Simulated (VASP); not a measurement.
The system is KF.

```
K F
1.0
     0.00000    2.63574    2.63574
     2.63574    0.00000    2.63574
     2.63574    2.63574    0.00000
K F
1 1
Direct
  0.00000 0.00000 0.00000
  0.50000 0.50000 0.50000
```

Program: VASP 6.6.1. Alike in all runs: task single point; cell as given; k mesh 9 × 9 × 9; cutoff (eV) 520.

Question: Order these runs on this cell by their pressure, lowest first.
A. level PBE; potentials or basis VASP PAW PBE potentials, release 64 (K_sv, F); spin collinear, zero start; smearing gaussian 0.025 eV
B. level LDA; potentials or basis VASP PAW LDA potentials, release 64 (K_sv, F); spin off; smearing fermi-dirac 0.05 eV
C. level r2SCAN; potentials or basis VASP PAW PBE potentials, release 64 (K_sv, F); spin off; smearing fermi-dirac 0.05 eV

Answer: B (-2.2 GPa), C (1.0 GPa), A (3.0 GPa).

Caveats: the PAW data sets were made with another functional, which shifts forces and pressure a little (at least some runs); the cell stands under pressure (at least some runs).
